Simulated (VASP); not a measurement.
# BaF2: electric field gradients with PBE

Crystal: BaF2.

```
Ba F
1.0
     0.00000    3.12301    3.12301
     3.12301    0.00000    3.12301
     3.12301    3.12301    0.00000
Ba F
1 2
Direct
  0.00000 0.00000 0.00000
  0.25000 0.25000 0.25000
  0.75000 0.75000 0.75000
```

```
Program                : VASP 6.6.1
Task                   : electric field gradients
Functional             : PBE
Potentials or basis    : VASP PAW PBE potentials, release 64 (Ba_sv, F)
Cutoff                 : 520 eV
k mesh                 : 7 × 7 × 7
Occupations            : fermi-dirac, width 0.02 eV
Spin                   : no spin polarisation
Dipole correction      : no
Further INCAR settings : ALGO = Normal; EDIFF = 1e-08; NBANDS = 19
```

```
Pressure                                : 1.0 GPa
Band gap on the k mesh                  : 6.68 eV (least direct gap 6.73 eV)
Largest electric field gradient by atom : under 0.05 V/Å² on every atom
```

Levels at points of the mesh, in eV from the valence-band top:
```csv
k point,band 8,band 9,band 10,band 11,band 12,band 13,band 14,band 15,band 16,band 17
"(0.00, 0.00, 0.00)",-1.41,-1.41,-0.05,-0.05,-0.05,6.68,9.11,9.11,11.23,11.23
```

Wall time 60 s on 1 thread of Oxide Virtual Turin-like Processor (shared host), peak memory 0.17 GiB.

Caveat: spin-orbit coupling is left out, which moves the levels of the heavy elements; an odd mesh through Γ misses points on the zone boundary, where band edges can lie.
